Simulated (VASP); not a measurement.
Here is a VASP 6.6.1 calculation.

File INCAR:

```
  PREC = Accurate
  ENCUT = 520
  EDIFF = 1E-6
  ISMEAR = 0
  SIGMA = 0.01
  LREAL = F
  LASPH = T
  NELM = 80
  ALGO = Normal
  ISIF = 2
  LWAVE = F
  LCHARG = F
  GGA = PE
  NBANDS = 24
```

The input KPOINTS:

```
regular mesh
0
Gamma
  6 6 2
```

File POSCAR:

```
RbBr
1.0
    4.7710886017      0.0000000000      0.0000000000
   -2.3855443009      4.1318839328      0.0000000000
    0.0000000000      0.0000000000      8.4101539777
Rb Br
2 2
Direct
    0.0000000000      0.0000000000      0.0000000000
    0.0000000000      0.0000000000      0.5000000000
    0.3333333333      0.6666666667      0.2500000000
    0.6666666667      0.3333333333      0.7500000000
```

Potentials or basis: VASP PAW PBE potentials, release 64 (Rb_sv, Br).

Command:

```console
$ cat potpaw_PBE.64/Rb_sv/POTCAR potpaw_PBE.64/Br/POTCAR > POTCAR
$ mpirun -np 1 vasp_std > vasp.out
```

Problem. Estimate the pressure.

Solution. 0.6 GPa.

Problem. What does it give for the band gap on the k mesh?

Solution. 4.23 eV, direct.

A hybrid or GW would open this gap; PBE tends to underestimate it.
